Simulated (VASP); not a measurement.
SrTiO3: vibrations by perturbation theory with PBE

The system is SrTiO3.

```
CELL_PARAMETERS angstrom
3.93645 0.00000 0.00000
0.00000 3.93645 0.00000
0.00000 0.00000 3.93645
ATOMIC_POSITIONS crystal
Sr 0.50000 0.50000 0.50000
Ti 0.00000 0.00000 0.00000
O 0.00000 0.00000 0.50000
O 0.00000 0.50000 0.00000
O 0.50000 0.00000 0.00000
```

```json
{"Program": "VASP 6.6.1", "Task": "vibrations by perturbation theory", "Functional": "PBE", "Potentials or basis": "VASP PAW PBE potentials, release 64 (Sr_sv, Ti_sv, O)", "Cutoff": "520 eV", "k mesh": "8 × 8 × 8", "Occupations": "gaussian, width 0.01 eV", "Spin": "no spin polarisation", "Dipole correction": "no", "Further INCAR settings": "ALGO = Normal; EDIFF = 1e-08; IBRION = 8; NSW = 1"}
```

* Electronic dielectric tensor (diagonal): 6.33
* Born charges (mean of the diagonal): Sr +2.55; Ti +7.38; O -3.31 e
* Highest phonon frequency at Γ, LO-TO splitting left out: 513 cm⁻¹
* Most unstable mode: 123i cm⁻¹

Phonon frequencies in cm⁻¹ (negative: imaginary):
```csv
q point,frequencies
"(0.000, 0.000, 0.000)",-123 -123 -123 1 1 1 148 148 148 233 233 233 513 513 513
```

Electronic dielectric tensor:
```
6.33 0.00 0.00
0.00 6.33 0.00
0.00 0.00 6.33
```

Born effective charge tensors (e):
atom 1, Sr
```
2.55 0.00 0.00
0.00 2.55 0.00
0.00 0.00 2.55
```
atom 2, Ti
```
7.38 0.00 0.00
0.00 7.38 0.00
0.00 0.00 7.38
```
atom 3, O
```
-2.03  0.00  0.00
 0.00 -2.03  0.00
 0.00  0.00 -5.87
```
atom 4, O
```
-2.03  0.00  0.00
 0.00 -5.87  0.00
 0.00  0.00 -2.03
```
atom 5, O
```
-5.87  0.00  0.00
 0.00 -2.03  0.00
 0.00  0.00 -2.03
```

Run time: 25 min on 1 thread of Intel(R) Xeon(R) 6975P-C (Granite Rapids) (shared host), peak memory 0.59 GiB.

Caveat: some modes are imaginary.
